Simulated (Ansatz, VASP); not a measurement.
## Two plane-wave programs on Mg4Be5Zn3S12

INCAR

```
SYSTEM = Mg4Be5Zn3S12
ALGO = Normal
EDIFF = 1E-6
ENCUT = 520
GGA = PE
ISIF = 2
ISMEAR = 0
LASPH = .TRUE.
LCHARG = .FALSE.
LREAL = Auto
LWAVE = .FALSE.
NBANDS = 81
NELM = 60
PREC = Accurate
SIGMA = 0.02
```

File KPOINTS:

```
k-points
0
G
  4 3 3
  0 0 0
```

Contents of POSCAR:

```
Mg4Be5Zn3S12
1.0
    5.5666220000      3.2135290000      0.0338910000
    0.0179820000      6.4593100000      6.1315320000
    5.6416820000     -3.2801390000      6.2021580000
Be Mg S Zn
5 4 12 3
Direct
    0.1666816002      0.5068184189      0.4865958421
    0.1612001448      0.8456544522      0.1821091765
    0.6735431422      0.6744344936      0.3290027557
    0.6564966862      0.9946208828      0.0179455736
    0.0879906587      0.2514474318      0.2473251590
    0.6809529346      0.3260208095      0.6491316299
    0.0733229364      0.5923062493      0.9245089145
    0.5676359826      0.4193586905      0.1012353682
    0.5830927077      0.7566614978      0.7509782230
    0.9874013370      0.3422373314      0.0418216911
    0.0041193971      0.6702094107      0.6660579543
    0.9856509754      0.0365745728      0.3439499469
    0.4911765956      0.5135104521      0.8525877942
    0.4949794581      0.8450492460      0.5039498721
    0.4585811028      0.1758015624      0.1819902171
    0.9217348221      0.4511235611      0.4058487264
    0.8838754592      0.7921309901      0.1260900929
    0.8819148108      0.0788065446      0.7949523850
    0.3816283770      0.6291815875      0.2874741481
    0.3968120952      0.9317425056      0.9693588632
    0.3614311598      0.2822629375      0.5924457732
    0.1604767134      0.1608802591      0.8446284149
    0.0870157716      0.9122121786      0.5776323130
    0.5783574001      0.0861535664      0.4075852619
```

Input for Ansatz:

```yaml
crystal:
  lattice:
    - [5.566622, 3.213529, 0.033891]
    - [0.017982, 6.45931, 6.131532]
    - [5.641682, -3.280139, 6.202158]
  atoms:
    - { symbol: Be, position: [0.1666816002, 0.5068184189, 0.4865958421] }
    - { symbol: Be, position: [0.1612001448, 0.8456544522, 0.1821091765] }
    - { symbol: Be, position: [0.6735431422, 0.6744344936, 0.3290027557] }
    - { symbol: Be, position: [0.6564966862, 0.9946208828, 0.0179455736] }
    - { symbol: Be, position: [0.0879906587, 0.2514474318, 0.247325159] }
    - { symbol: Mg, position: [0.6809529346, 0.3260208095, 0.6491316299] }
    - { symbol: Mg, position: [0.0733229364, 0.5923062493, 0.9245089145] }
    - { symbol: Mg, position: [0.5676359826, 0.4193586905, 0.1012353682] }
    - { symbol: Mg, position: [0.5830927077, 0.7566614978, 0.750978223] }
    - { symbol: S, position: [0.987401337, 0.3422373314, 0.0418216911] }
    - { symbol: S, position: [0.0041193971, 0.6702094107, 0.6660579543] }
    - { symbol: S, position: [0.9856509754, 0.0365745728, 0.3439499469] }
    - { symbol: S, position: [0.4911765956, 0.5135104521, 0.8525877942] }
    - { symbol: S, position: [0.4949794581, 0.845049246, 0.5039498721] }
    - { symbol: S, position: [0.4585811028, 0.1758015624, 0.1819902171] }
    - { symbol: S, position: [0.9217348221, 0.4511235611, 0.4058487264] }
    - { symbol: S, position: [0.8838754592, 0.7921309901, 0.1260900929] }
    - { symbol: S, position: [0.8819148108, 0.0788065446, 0.794952385] }
    - { symbol: S, position: [0.381628377, 0.6291815875, 0.2874741481] }
    - { symbol: S, position: [0.3968120952, 0.9317425056, 0.9693588632] }
    - { symbol: S, position: [0.3614311598, 0.2822629375, 0.5924457732] }
    - { symbol: Zn, position: [0.1604767134, 0.1608802591, 0.8446284149] }
    - { symbol: Zn, position: [0.0870157716, 0.9122121786, 0.577632313] }
    - { symbol: Zn, position: [0.5783574001, 0.0861535664, 0.4075852619] }
basis:
  ecutwfc: 420
kpoints:
  mp_grid: { grid: [4, 3, 3] }
hamiltonian:
  xc: pbe
scf:
  occupations: { method: gaussian, width: 0.02 }
  n_extra_bands: 12
output:
  forces: true
  stress: true
  eigenvalues: true
  populations: true
  dos:
    method: { smearing: { sigma: 0.1, scheme: gaussian } }
    projected: true
    de: 0.02
  write_density: true
  write_potential: true
  elf: true
  volumetric_format: npy
```

Alike in both runs: task single point; functional PBE; k mesh 4 × 3 × 3; occupations gaussian, width 0.02 eV; no spin polarisation.

```csv
,VASP,Ansatz
version,VASP 6.6.1,Ansatz 0.2.0
potentials or method,"VASP PAW PBE potentials, release 64 (Be, Mg, S, Zn), cutoff 520 eV","scalar-relativistic, plane waves, PAW"
valence electrons in the cell,126,158
```

```tsv
	VASP	Ansatz	Ansatz less VASP
gap on the k mesh at the Fermi level (eV)	3.34	3.34	-0.001
least direct gap on the mesh (eV)	3.34	3.34	-0.001
pressure (GPa)	0.0	0.0	+0.01
rms of the force components (eV/Å)	0.010	0.007	-0.0028
```

Atom by atom the forces differ by 0.007 eV/Å (rms over components). VASP's potentials hold 126 valence electrons a cell and Ansatz's 158, so a difference there can come from the potentials and not from the codes.
